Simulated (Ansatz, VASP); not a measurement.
# BiSe3 in VASP and in Ansatz

```
Bi Se
1.0
     4.54777    0.00000    0.00000
     0.00000    4.54777    0.00000
     0.00000    0.00000    4.54777
Bi Se
1 3
Direct
  0.00000 0.00000 0.00000
  0.00000 0.50000 0.50000
  0.50000 0.00000 0.50000
  0.50000 0.50000 0.00000
```

Alike in both runs: functional r2SCAN; k mesh 4 × 4 × 4; occupations gaussian, width 0.1 eV; no spin polarisation.

Ansatz relaxed the structure, and its values are those at the end. VASP's run is a single point on that final structure, the one shown.

|  | VASP | Ansatz |
| --- | --- | --- |
| version | VASP 6.6.1 | Ansatz 0.2.0 |
| potentials or method | VASP PAW PBE potentials, release 64 (Bi_d, Se), cutoff 520 eV | scalar-relativistic, plane waves, PAW |
| valence electrons in the cell | 33 | 63 |

```csv
,VASP,Ansatz,Ansatz less VASP
gap on the k mesh at the Fermi level (eV),none,none,-
pressure (GPa),-0.3,-0.3,+0.01
```

VASP's potentials were made for PBE, not for r2SCAN. A gap of «none» marks a metal or a gap that the smearing closes. With one functional, cell and mesh, what is left measures potentials, basis and numerics. VASP's potentials hold 33 valence electrons a cell and Ansatz's 63, so a difference there can come from the potentials and not from the codes.

Spin-orbit coupling is off throughout.
